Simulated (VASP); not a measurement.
# WCl (Fmmm) in VASP: single point with PBE

Aim: the single point of WCl with PBE.

Program: VASP 6.6.1. These are calculated values, not measurements. Logs are shortened: lines on timing, memory, paths and dates and some standing lists are left out, and cuts for length are marked.

### 1 The cell of the first run

The structure is orthorhombic, space group Fmmm (No. 69). Conventional cell: a = 4.923 Å, b = 5.049 Å, c = 5.165 Å, α = 90.00°, β = 90.00°, γ = 90.00°. Within 3.2 Å of W (site symmetry mmm) lie 6 Cl at 2.46 to 2.58 Å. Within 3.2 Å of Cl (site symmetry mmm) lie 6 W at 2.46 to 2.58 Å.

The cell was built from a structure type or drawn by symmetry, and may not be a known phase.

### 2 Single point, PBE

Contents of INCAR:

```
PREC     = Accurate       # precision mode
ENCUT    = 500            # plane-wave cutoff, eV
EDIFF    = 1E-6           # SCF threshold, eV
ISMEAR   = 0              # smearing method
SIGMA    = 0.2            # smearing width, eV
LREAL    = F              # projectors in reciprocal space
LASPH    = T              # aspherical terms in the spheres
NELM     = 120            # most SCF steps
ALGO     = Normal         # electronic algorithm
ISIF     = 2              # what is computed and relaxed
LWAVE    = F              # write WAVECAR
LCHARG   = T              # write CHGCAR
GGA      = PE             # functional
LELF     = T              # ELF
LVHAR    = T            
NBANDS   = 18             # bands
GGA_COMPAT= F
```

Contents of KPOINTS:

```
Automatic mesh
0
Gamma
  6 6 6
```

Contents of POSCAR:

```
WCl
1.0
    0.0000000000      2.5245472266      2.5826585835
    2.4615031646      0.0000000000      2.5826585835
    2.4615031646      2.5245472266      0.0000000000
W Cl
1 1
Direct
    0.0000000000      0.0000000000      0.0000000000
    0.5000000000      0.5000000000      0.5000000000
```

Potentials or basis: VASP PAW PBE potentials, release 64 (W_sv, Cl).

Started as:

```console
$ cat potpaw_PBE.64/W_sv/POTCAR potpaw_PBE.64/Cl/POTCAR > POTCAR
$ mpirun -np 1 vasp_std > vasp.out
```

OUTCAR:

```text
PREC = Accurate
   ENCUT = 500
   EDIFF = 1E-6
   ISMEAR = 0
   LREAL = F
   LASPH = T
   NELM = 120
   ISIF = 2
   GGA = PE

 ion  position               nearest neighbor table
   1  0.000  0.000  0.000-   2 2.46   2 2.46   2 2.52   2 2.52   2 2.58   2 2.58
   2  0.500  0.500  0.500-   1 2.46   1 2.46   1 2.52   1 2.52   1 2.58   1 2.58

  LATTYP: Found a face centered orthorhombic cell.
 ALAT       =     4.9230063292
 B/A-ratio  =     1.0256120174
 C/A-ratio  =     1.0492200947

  Lattice vectors:

 A1 = (   0.0000000000,   2.5245472266,   2.5826585835)
 A2 = (   2.4615031646,   0.0000000000,   2.5826585835)
 A3 = (   2.4615031646,   2.5245472266,   0.0000000000)

Analysis of symmetry for initial positions (statically):
=====================================================================
 Subroutine PRICEL returns:
 Original cell was already a primitive cell.

 Routine SETGRP: Setting up the symmetry group for a
 face centered orthorhombic supercell.

 Subroutine GETGRP returns: Found  8 space group operations
 (whereof  8 operations were pure point group operations)
 out of a pool of  8 trial point group operations.

The static configuration has the point symmetry D_2h.

Analysis of symmetry for dynamics (positions and initial velocities):
=====================================================================
 Subroutine PRICEL returns:
 Original cell was already a primitive cell.

 Routine SETGRP: Setting up the symmetry group for a
 face centered orthorhombic supercell.

 Subroutine GETGRP returns: Found  8 space group operations
 (whereof  8 operations were pure point group operations)
 out of a pool of  8 trial point group operations.

The dynamic configuration has the point symmetry D_2h.

 Subroutine INISYM returns: Found  8 space group operations
 (whereof  8 operations are pure point group operations),
 and found     1 'primitive' translations

----------------------------------------------------------------------------------------

                                     Primitive cell

  volume of cell :      32.0982

  direct lattice vectors                    reciprocal lattice vectors
     0.000000000  2.524547227  2.582658584    -0.203127913  0.198055317  0.193598954
     2.461503165  0.000000000  2.582658584     0.203127913 -0.198055317  0.193598954
     2.461503165  2.524547227  0.000000000     0.203127913  0.198055317 -0.193598954

  length of vectors
[... 81 lines left out ...]
   NELM   =    120;   NELMIN=  2; NELMDL= -5     # of ELM steps
   EDIFF  = 0.1E-05   stopping-criterion for ELM
   LREAL  =      F    real-space projection
   EDIFFG = 0.1E-04   stopping-criterion for IOM
   NSW    =      0    number of steps for IOM
   IBRION =     -1    ionic relax: 0-MD 1-quasi-New 2-CG
   NFREE  =      0    steps in history (QN), initial steepest desc. (CG)
   ISIF   =      2    stress and relaxation
   ISYM   =      2    0-nonsym 1-usesym 2-fastsym
   POTIM  = 0.5000    time-step for ionic-motion
   TEBEG  =    0.0;   TEEND  =   0.0 temperature during run
   PSTRESS=    0.0 pullay stress
   NELECT =      21.0000    total number of electrons
   NUPDOWN=      -1.0000    fix difference up-down
   EMIN   =  10.00;   EMAX   =-10.00  energy-range for DOS
   EFERMI =   0.00;   METHOD = LEGACY
   ISMEAR =     0;   SIGMA  =   0.20  broadening in eV -4-tet -1-fermi 0-gaus
   EFERMI_NEDOS =   21; number of points for ismear=-14 and -15
   IALGO  =     38    algorithm
   IMIX   =      4    mixing-type and parameters
     AMIX     =   0.40;   BMIX     =  1.00
     AMIX_MAG =   1.60;   BMIX_MAG =  1.00
  volume/ion in A,a.u.               =      16.05       108.30
  Fermi-wavevector in a.u.,A,eV,Ry     =   1.421197  2.685673 27.481062  2.019801
  Thomas-Fermi vector in A             =   2.542032
   LORBIT       =      0    0 simple, 1 ext, 2 COOP (PROOUT), +10 PAW based schemes
   GGA     = PE    functional components
   LHFCALC =     F    Hartree Fock is set to
   AEXX    =    0.0000 exact exchange contribution
   IVDW    =     0    specifies the selected vdW correction
   LEPSILON=     F    determine dielectric tensor
   LRPA    =     F    only Hartree local field effects (RPA)
 non-spin polarized calculation
 Gauss-broadening in eV      SIGMA  =   0.20
  energy-cutoff  :      500.00
  volume of cell :       32.10
 maximum number of plane-waves:       837
 NGX is ok and might be reduce to    28
   NGX = 13   NGY = 13   NGZ = 13

 number of electron      20.9999997 magnetization

 Free energy of the ion-electron system (eV)
  ---------------------------------------------------
  ext. energy  EPLUGINS =         0.00000000
  ---------------------------------------------------
  free energy    TOTEN  =       -10.53213312 eV

  energy without entropy =      -10.46661805  energy(sigma->0) =      -10.49937558

 E-fermi :  10.9087     XC(G=0): -12.2329

 val. band max:       10.9047564863   @ k =   0.3333   0.1667   0.0000
 cond. band min:      10.9196131440   @ k =  -0.3333   0.0000   0.1667
 fundamental gap:      0.0148566577
 Fermi energy:        10.9087186804

 k-point     1 :       0.0000    0.0000    0.0000
  band No.  band energies     occupation
      1     -63.7345      2.00000
      2     -28.0393      2.00000
      3     -27.9694      2.00000
      4     -27.9298      2.00000
      5      -9.5858      2.00000
      6       4.2685      2.00000
[... 481 lines left out ...]
      5      -8.6981      2.00000
      6       1.2936      2.00000
[... 10 lines left out ...]
     17      19.8901      0.00000
     18      21.9180      0.00000

 [... further k-points ...]

------------------------ aborting loop because EDIFF is reached ----------------------------------------

  FORCE on cell =-STRESS in cart. coord.  units (eV):
  Direction    XX          YY          ZZ          XY          YZ          ZX
  --------------------------------------------------------------------------------------
  -------------------------------------------------------------------------------------
  Total        0.0934111      0.2721300      0.1029315     -0.0000000      0.0000000      0.0000000
  in kB        4.6626024     13.5833242      5.1378074     -0.0000000      0.0000000      0.0000000
  external PRESSURE =       7.7945780 kB  Pullay stress =       0.0000000 kB

 VOLUME and BASIS-vectors are now :
 -----------------------------------------------------------------------------
  energy-cutoff  :      500.00
  volume of cell :       32.10
      direct lattice vectors                 reciprocal lattice vectors
     0.000000000  2.524547227  2.582658584    -0.203127913  0.198055317  0.193598954
     2.461503165  0.000000000  2.582658584     0.203127913 -0.198055317  0.193598954
     2.461503165  2.524547227  0.000000000     0.203127913  0.198055317 -0.193598954

 POSITION                                       TOTAL-FORCE (eV/Angst)
 -----------------------------------------------------------------------------------
      0.00000      0.00000      0.00000         0.000000     -0.000000      0.000000
      2.46150      2.52455      2.58266        -0.000000      0.000000     -0.000000
 -----------------------------------------------------------------------------------
    total drift:                                0.000000      0.000000      0.000000

  FREE ENERGIE OF THE ION-ELECTRON SYSTEM (eV)
  ---------------------------------------------------
  free  energy   TOTEN  =       -10.5321331175 eV

  energy  without entropy=      -10.4666180519  energy(sigma->0) =      -10.49937558
```

stdout:

```text
POSCAR found type information on POSCAR W Cl
 POSCAR found :  2 types and       2 ions
 scaLAPACK will be used
 LDA part: xc-table for (Slater+PW92), standard interpolation
 POSCAR, INCAR and KPOINTS ok, starting setup
 FFT: planning ... GRIDC
 FFT: planning ... GRID_SOFT
 FFT: planning ... GRID
 WAVECAR not read
 entering main loop
```

Wall time 22 s (1 thread of Intel Xeon Platinum 8259CL at 2.50GHz (Skylake/Cascade Lake), shared host); peak memory 0.16 GiB.

What came out:

```yaml
Free_energy: -10.5321 eV
Pressure: 0.8 GPa
Band_gap_on_the_k_mesh: zero (an odd number of electrons rules out a gap without spin polarisation)
```

Caveat: spin-orbit coupling is left out, which moves the levels of the heavy elements; an odd number of electrons without spin polarisation forces a metal; a magnetic or distorted state may lie lower.
